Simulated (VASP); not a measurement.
Input of a VASP 6.6.1 run:

Contents of INCAR:

```
SYSTEM = TlPt
PREC = Accurate
ENCUT = 520
EDIFF = 1E-6
ISMEAR = 0
SIGMA = 0.1
LREAL = .FALSE.
LASPH = .TRUE.
NELM = 80
ALGO = Fast
ISIF = 2
LWAVE = .FALSE.
LCHARG = .FALSE.
GGA = PS
NBANDS = 44
```

Contents of KPOINTS:

```
Automatic mesh
0
G
  6 6 10
  0 0 0
```

POSCAR

```
TlPt
1.0
    6.0305823143      0.0000000000      0.0000000000
   -3.0152911571      5.2226374838      0.0000000000
    0.0000000000      0.0000000000      4.1169594545
Tl Pt
3 3
Direct
    0.0000000000      0.5000000000      0.0000000000
    0.5000000000      0.0000000000      0.0000000000
    0.5000000000      0.5000000000      0.0000000000
    0.0000000000      0.0000000000      0.0000000000
    0.6666666667      0.3333333333      0.5000000000
    0.3333333333      0.6666666667      0.5000000000
```

Potentials or basis: VASP PAW PBE potentials, release 64 (Tl_d, Pt).

Launch:

```bash
$ cat potpaw_PBE.64/Tl_d/POTCAR potpaw_PBE.64/Pt/POTCAR > POTCAR
$ mpirun -np 1 vasp_std > vasp.out
```

Question: What does it give for the pressure?

Answer: 5.5 GPa.

Question: Estimate the band gap on the k mesh.

Answer: Zero (an odd number of electrons rules out a gap without spin polarisation).

Stress tensor (GPa, compression positive):
```
5.50 0.00 0.00
0.00 5.50 0.00
0.00 0.00 5.41
```

Caveat: the cell stands under pressure; the PAW data sets were made with another functional, which shifts forces and pressure a little; spin-orbit coupling is left out, which moves the levels of the heavy elements.
